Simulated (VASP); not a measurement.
Set up this calculation in VASP 6.6.1, as the native input.

| Quantity | Value |
| --- | --- |
| Task | single point |
| Functional | PBEsol |
| Potentials or basis | VASP PAW PBE potentials, release 64 (Ni) |
| Cutoff | 520 eV |
| k mesh | 12 × 12 × 12 |
| Occupations | fermi-dirac, width 0.1 eV |
| Spin | no spin polarisation |
| Dipole correction | no |
| Further INCAR settings | ALGO = Normal; EDIFF = 1e-06; NBANDS = 17 |

The structure of Ni lies in POSCAR:

```
Ni
1.0
    0.0000000000      2.5665184181      2.5665184181
    2.5665184181      0.0000000000      2.5665184181
    2.5665184181      2.5665184181      0.0000000000
Ni
2
Direct
    0.1250000000      0.1250000000      0.1250000000
    0.8750000000      0.8750000000      0.8750000000
```

This cell differs from its parent crystal: volume scaled by 1.08.

One way to write it, as run:

INCAR

```
SYSTEM = Ni
PREC = Accurate ; ENCUT = 520
EDIFF = 1E-6 ; ISMEAR = -1
SIGMA = 0.1 ; LREAL = .FALSE.
LASPH = .TRUE. ; NELM = 100
ALGO = Normal ; ISIF = 2
LWAVE = .FALSE. ; LCHARG = .FALSE.
GGA = PS ; NBANDS = 17
```

KPOINTS

```
Automatic mesh
0
G
  12 12 12
  0 0 0
```

Potentials or basis: VASP PAW PBE potentials, release 64 (Ni).

The run is started by

```sh
$ cat potpaw_PBE.64/Ni/POTCAR > POTCAR
$ mpirun -np 1 vasp_std > vasp.out
```

It gave:

The pressure is -6.8 GPa. The band gap on the k mesh is zero (band 10 reaches 4.20 eV, above the bottom of band 11 at 3.91 eV).

Caveat: the PAW data sets were made with another functional, which shifts forces and pressure a little; the run has no spin polarisation, though such a crystal can be magnetic.

Wall time 57 s on 1 thread of Intel Xeon 8259CL, on a shared host, peak memory 0.18 GiB.
